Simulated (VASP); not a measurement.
# TiGe (F-43m) in VASP: single point with HSE06

Aim: the single point of TiGe with HSE06.

Everything below comes from runs of VASP 6.6.1. Logs are shortened: lines on timing, memory, paths and dates and some standing lists are left out, and cuts for length are marked.

**1. The cell of the first run**

The structure is cubic, space group F-43m (No. 216). The conventional cell has a = 5.779 Å, b = 5.779 Å, c = 5.779 Å, α = 90.00°, β = 90.00°, γ = 90.00°. Within 3.3 Å of Ti (site symmetry -43m) lie 4 Ge at 2.50 Å. Within 3.3 Å of Ge (site symmetry -43m) lie 4 Ti at 2.50 Å.

**2. Single point, HSE06**

POSCAR

```
TiGe
1.0
    0.0000000000      2.8894225255      2.8894225255
    2.8894225255      0.0000000000      2.8894225255
    2.8894225255      2.8894225255      0.0000000000
Ti Ge
1 1
Direct
    0.0000000000      0.0000000000      0.0000000000
    0.2500000000      0.2500000000      0.2500000000
```

INCAR.step1

```
SYSTEM = TiGe
ALGO     = Normal         ! electronic algorithm
EDIFF    = 1E-5           ! SCF threshold, eV
ENCUT    = 520            ! plane-wave cutoff, eV
GGA      = PE             ! functional
ISIF     = 2              ! what is computed and relaxed
ISMEAR   = 0              ! smearing method
LASPH    = .TRUE.         ! aspherical terms in the spheres
LCHARG   = .FALSE.        ! write CHGCAR
LREAL    = .FALSE.        ! projectors in reciprocal space
LWAVE    = .TRUE.         ! write WAVECAR
NBANDS   = 20             ! bands
NELM     = 100            ! most SCF steps
PREC     = Accurate       ! precision mode
SIGMA    = 0.05           ! smearing width, eV
```

INCAR.step2

```
SYSTEM = TiGe
ALGO     = Normal         ! electronic algorithm
EDIFF    = 1E-6           ! SCF threshold, eV
ENCUT    = 520            ! plane-wave cutoff, eV
GGA      = PE             ! functional
HFSCREEN = 0.2079         ! screening, 1/A
ISIF     = 2              ! what is computed and relaxed
ISMEAR   = 0              ! smearing method
ISTART   = 1            
LASPH    = .TRUE.         ! aspherical terms in the spheres
LCHARG   = .FALSE.        ! write CHGCAR
LHFCALC  = .TRUE.         ! exact exchange
LREAL    = .FALSE.        ! projectors in reciprocal space
LWAVE    = .FALSE.        ! write WAVECAR
NBANDS   = 20             ! bands
NELM     = 100            ! most SCF steps
PREC     = Accurate       ! precision mode
PRECFOCK = Normal       
SIGMA    = 0.05           ! smearing width, eV
```

KPOINTS

```
k-points
0
G
  6 6 6
  0 0 0
```

Potentials or basis: VASP PAW PBE potentials, release 64 (Ti_sv, Ge_d).

Started as:

```bash
> cat potpaw_PBE.64/Ti_sv/POTCAR potpaw_PBE.64/Ge_d/POTCAR > POTCAR
> cp INCAR.step1 INCAR
> mpirun -np 1 vasp_std > vasp.out
> cp INCAR.step2 INCAR
> mpirun -np 1 vasp_std > vasp.out
```

OUTCAR:

```text
SYSTEM = TiGe
   EDIFF = 1E-6
   ENCUT = 520
   GGA = PE
   HFSCREEN = 0.2079
   ISIF = 2
   ISMEAR = 0
   ISTART = 1
   LASPH = .TRUE.
   LHFCALC = .TRUE.
   LREAL = .FALSE.
   NELM = 100
   PREC = Accurate
   PRECFOCK = Normal

 ion  position               nearest neighbor table
   1  0.000  0.000  0.000-   2 2.50   2 2.50   2 2.50   2 2.50
   2  0.250  0.250  0.250-   1 2.50   1 2.50   1 2.50   1 2.50

  LATTYP: Found a face centered cubic cell.
 ALAT       =     5.7788450510

  Lattice vectors:

 A1 = (   0.0000000000,   2.8894225255,   2.8894225255)
 A2 = (   2.8894225255,   0.0000000000,   2.8894225255)
 A3 = (   2.8894225255,   2.8894225255,   0.0000000000)

Analysis of symmetry for initial positions (statically):
=====================================================================
 Subroutine PRICEL returns:
 Original cell was already a primitive cell.

 Routine SETGRP: Setting up the symmetry group for a
 face centered cubic supercell.

 Subroutine GETGRP returns: Found 24 space group operations
 (whereof 24 operations were pure point group operations)
 out of a pool of 48 trial point group operations.

The static configuration has the point symmetry T_d .

Analysis of symmetry for dynamics (positions and initial velocities):
=====================================================================
 Subroutine PRICEL returns:
 Original cell was already a primitive cell.

 Routine SETGRP: Setting up the symmetry group for a
 face centered cubic supercell.

 Subroutine GETGRP returns: Found 24 space group operations
 (whereof 24 operations were pure point group operations)
 out of a pool of 48 trial point group operations.

The dynamic configuration has the point symmetry T_d .

 Subroutine INISYM returns: Found 24 space group operations
 (whereof 24 operations are pure point group operations),
 and found     1 'primitive' translations

----------------------------------------------------------------------------------------

                                     Primitive cell

  volume of cell :      48.2462

  direct lattice vectors                    reciprocal lattice vectors
     0.000000000  2.889422526  2.889422526    -0.173044958  0.173044958  0.173044958
     2.889422526  0.000000000  2.889422526     0.173044958 -0.173044958  0.173044958
     2.889422526  2.889422526  0.000000000     0.173044958  0.173044958 -0.173044958

  length of vectors
     4.086260523  4.086260523  4.086260523     0.299722660  0.299722660  0.299722660

  position of ions in fractional coordinates (direct lattice)
     0.000000000  0.000000000  0.000000000
     0.250000000  0.250000000  0.250000000

  ion indices of the primitive-cell ions
   primitive index   ion index
                 1           1
                 2           2

----------------------------------------------------------------------------------------

 KPOINTS: k-points

Automatic generation of k-mesh.
 Grid dimensions read from file:
 generate k-points for:    6    6    6

 Generating k-lattice:

  Cartesian coordinates                     Fractional coordinates (reciprocal lattice)
    -0.028840826  0.028840826  0.028840826     0.166666667  0.000000000  0.000000000
     0.028840826 -0.028840826  0.028840826     0.000000000  0.166666667  0.000000000
     0.028840826  0.028840826 -0.028840826     0.000000000  0.000000000  0.166666667

  Length of vectors
     0.049953777  0.049953777  0.049953777

  Shift w.r.t. Gamma in fractional coordinates (k-lattice)
     0.000000000  0.000000000  0.000000000

 Subroutine IBZKPT returns following result:
 ===========================================

 Found     16 irreducible k-points:

 Following reciprocal coordinates:
            Coordinates               Weight
  0.000000  0.000000  0.000000      1.000000
  0.166667  0.000000  0.000000      8.000000
  0.333333  0.000000  0.000000      8.000000
  0.500000  0.000000  0.000000      4.000000
  0.166667  0.166667  0.000000      6.000000
  0.333333  0.166667  0.000000     24.000000
[... 8 lines left out ...]
 -0.333333  0.333333  0.166667     24.000000
 -0.333333  0.500000  0.166667     12.000000
   k-points           NKPTS =     16   k-points in BZ     NKDIM =    216   number of bands    NBANDS=     20
   number of dos      NEDOS =    301   number of ions     NIONS =      2
   total plane-waves  NPLWV =  27000
   dimension x,y,z NGX =    30 NGY =   30 NGZ =   30
   dimension x,y,z NGXF=    60 NGYF=   60 NGZF=   60
   ions per type =               1   1
   NGX,Y,Z   is equivalent  to a cutoff of  12.21, 12.21, 12.21 a.u.
   NGXF,Y,Z  is equivalent  to a cutoff of  24.41, 24.41, 24.41 a.u.
 SYSTEM =  TiGe
   PREC   = accura    normal or accurate (medium, high low for compatibility)
   ISTART =      1    job   : 0-new  1-cont  2-samecut
   ICHARG =      0    charge: 1-file 2-atom 10-const
   ISPIN  =      1    spin polarized calculation?
   LNONCOLLINEAR =      F non collinear calculations
   LSORBIT =      F    spin-orbit coupling
   LASPH  =      T    aspherical Exc in radial PAW
   ENCUT  =  520.0 eV  38.22 Ry    6.18 a.u.   7.60  7.60  7.60*2*pi/ulx,y,z
   NELM   =    100;   NELMIN=  2; NELMDL=  0     # of ELM steps
   EDIFF  = 0.1E-05   stopping-criterion for ELM
   LREAL  =      F    real-space projection
   EDIFFG = 0.1E-04   stopping-criterion for IOM
   NSW    =      0    number of steps for IOM
   IBRION =     -1    ionic relax: 0-MD 1-quasi-New 2-CG
   NFREE  =      0    steps in history (QN), initial steepest desc. (CG)
   ISIF   =      2    stress and relaxation
   ISYM   =      3    0-nonsym 1-usesym 2-fastsym
   POTIM  = 0.5000    time-step for ionic-motion
   TEBEG  =    0.0;   TEEND  =   0.0 temperature during run
   PSTRESS=    0.0 pullay stress
   NELECT =      26.0000    total number of electrons
   NUPDOWN=      -1.0000    fix difference up-down
   EMIN   =  10.00;   EMAX   =-10.00  energy-range for DOS
   EFERMI =   0.00;   METHOD = LEGACY
   ISMEAR =     0;   SIGMA  =   0.05  broadening in eV -4-tet -1-fermi 0-gaus
   EFERMI_NEDOS =   21; number of points for ismear=-14 and -15
   IALGO  =     38    algorithm
   IMIX   =      1    mixing-type and parameters
     AMIX     =   0.40;   BMIX     =  1.00
     AMIX_MAG =   1.60;   BMIX_MAG =  1.00
  volume/ion in A,a.u.               =      24.12       162.79
  Fermi-wavevector in a.u.,A,eV,Ry     =   1.332227  2.517544 24.148011  1.774829
  Thomas-Fermi vector in A             =   2.461178
   LORBIT       =      0    0 simple, 1 ext, 2 COOP (PROOUT), +10 PAW based schemes
   GGA     = PE    functional components
   LHFCALC =     T    Hartree Fock is set to
   PRECFOCK=normal    Normal, Fast or Accurate (Low or Medium for compatibility)
   ENCUT4O =  -1.0   cutoff for four orbital integrals eV
   NKREDX  =     1    reduce k-point grid by
   NKREDY  =     1    reduce k-point grid by
   NKREDZ  =     1    reduce k-point grid by
   AEXX    =    0.2500 exact exchange contribution
   HFSCREEN=    0.2079 screening length (either q_TF or 0.3 A-1)
   HFSCREENC=   0.2079 screening length for correlation (either q_TF or 0.3 A-1)
   ENCUTFOCK=  -1.0 apply spherical cutoff to Coloumb kernel
   IVDW    =     0    specifies the selected vdW correction
   LEPSILON=     F    determine dielectric tensor
   LRPA    =     F    only Hartree local field effects (RPA)
 non-spin polarized calculation
 Gauss-broadening in eV      SIGMA  =   0.05
  energy-cutoff  :      520.00
  volume of cell :       48.25
 maximum number of plane-waves:      1315
  NGX = 24; NGY = 24; NGZ = 24

 number of electron      25.9999980 magnetization

 Free energy of the ion-electron system (eV)
  ---------------------------------------------------
  ext. energy  EPLUGINS =         0.00000000
  ---------------------------------------------------
  free energy    TOTEN  =       -13.93234885 eV

  energy without entropy =      -13.93234885  energy(sigma->0) =      -13.93234885

 E-fermi :   3.9861     XC(G=0):  -8.0573

 val. band max:        3.5769890108   @ k =   0.5000   0.5000   0.0000
 cond. band min:       4.2283799993   @ k =  -0.3333   0.5000   0.1667
 fundamental gap:      0.6513909885
 Fermi energy:         3.9860618023

 k-point     1 :       0.0000    0.0000    0.0000
  band No.  band energies     occupation
      1     -58.0446      2.00000
      2     -32.6487      2.00000
      3     -32.6487      2.00000
      4     -32.6487      2.00000
      5     -22.1823      2.00000
      6     -22.1823      2.00000
[... 12 lines left out ...]
     19      11.1280      0.00000
     20      12.9008      0.00000

 k-point     2 :       0.1667    0.0000    0.0000
  band No.  band energies     occupation
      1     -58.0441      2.00000
      2     -32.6571      2.00000
      3     -32.6505      2.00000
      4     -32.6505      2.00000
      5     -22.1844      2.00000
      6     -22.1830      2.00000
[... 12 lines left out ...]
     19      10.6245      0.00000
     20      13.3037      0.00000

 k-point     3 :       0.3333    0.0000    0.0000
  band No.  band energies     occupation
      1     -58.0431      2.00000
      2     -32.6740      2.00000
      3     -32.6540      2.00000
      4     -32.6540      2.00000
      5     -22.1888      2.00000
      6     -22.1837      2.00000
[... 12 lines left out ...]
     19      10.8625      0.00000
     20      13.9068      0.00000

 k-point     4 :       0.5000    0.0000    0.0000
  band No.  band energies     occupation
      1     -58.0426      2.00000
      2     -32.6826      2.00000
      3     -32.6558      2.00000
      4     -32.6558      2.00000
      5     -22.1910      2.00000
      6     -22.1837      2.00000
[... 245 lines left out ...]
 k-point    15 :      -0.3333    0.3333    0.1667
  band No.  band energies     occupation
      1     -58.0421      2.00000
      2     -32.6766      2.00000
      3     -32.6680      2.00000
      4     -32.6615      2.00000
      5     -22.1896      2.00000
      6     -22.1878      2.00000
[... 12 lines left out ...]
     19      12.2746      0.00000
     20      13.4370      0.00000

 k-point    16 :      -0.3333    0.5000    0.1667
  band No.  band energies     occupation
      1     -58.0420      2.00000
      2     -32.6764      2.00000
      3     -32.6686      2.00000
      4     -32.6650      2.00000
      5     -22.1913      2.00000
      6     -22.1867      2.00000
[... 12 lines left out ...]
     19      11.9954      0.00000
     20      13.2105      0.00000

------------------------ aborting loop because EDIFF is reached ----------------------------------------

  FORCE on cell =-STRESS in cart. coord.  units (eV):
  Direction    XX          YY          ZZ          XY          YZ          ZX
  --------------------------------------------------------------------------------------
  -------------------------------------------------------------------------------------
  Total        0.4615957      0.4615957      0.4615957      0.0000000     -0.0000000      0.0000000
  in kB       15.3288359     15.3288359     15.3288359      0.0000000     -0.0000000      0.0000000
  external PRESSURE =      15.3288359 kB  Pullay stress =       0.0000000 kB

 VOLUME and BASIS-vectors are now :
 -----------------------------------------------------------------------------
  energy-cutoff  :      520.00
  volume of cell :       48.25
      direct lattice vectors                 reciprocal lattice vectors
     0.000000000  2.889422526  2.889422526    -0.173044958  0.173044958  0.173044958
     2.889422526  0.000000000  2.889422526     0.173044958 -0.173044958  0.173044958
     2.889422526  2.889422526  0.000000000     0.173044958  0.173044958 -0.173044958

 POSITION                                       TOTAL-FORCE (eV/Angst)
 -----------------------------------------------------------------------------------
      0.00000      0.00000      0.00000        -0.000000     -0.000000     -0.000000
      1.44471      1.44471      1.44471         0.000000      0.000000      0.000000
 -----------------------------------------------------------------------------------
    total drift:                               -0.000058     -0.000077     -0.000055

  FREE ENERGIE OF THE ION-ELECTRON SYSTEM (eV)
  ---------------------------------------------------
  free  energy   TOTEN  =       -13.9323488498 eV

  energy  without entropy=      -13.9323488498  energy(sigma->0) =      -13.93234885
```

Run time: 67 min. Hardware: 1 thread of Intel Xeon Platinum 8488C (Sapphire Rapids), shared host; peak memory 0.3 GiB.

What came out:

```
Free energy            : -13.9323 eV
Pressure               : 1.5 GPa
Band gap on the k mesh : 0.65 eV (least direct gap 0.67 eV)
```

Levels at points of the mesh, in eV from the valence-band top:
| k point | band 10 | band 11 | band 12 | band 13 | band 14 | band 15 | band 16 | band 17 |
| --- | --- | --- | --- | --- | --- | --- | --- | --- |
| (0.00, 0.00, 0.00) | -9.62 | -1.13 | -1.13 | -1.13 | 2.25 | 2.25 | 5.92 | 7.55 |
| (0.50, 0.00, 0.00) | -8.09 | -2.92 | -0.70 | -0.70 | 2.19 | 2.33 | 2.33 | 5.25 |
| (0.50, 0.50, 0.00) | -7.56 | -2.87 | 0.00 | 0.00 | 0.67 | 2.74 | 2.77 | 2.84 |

Caveat: the PAW data sets were made with another functional, which shifts forces and pressure a little.
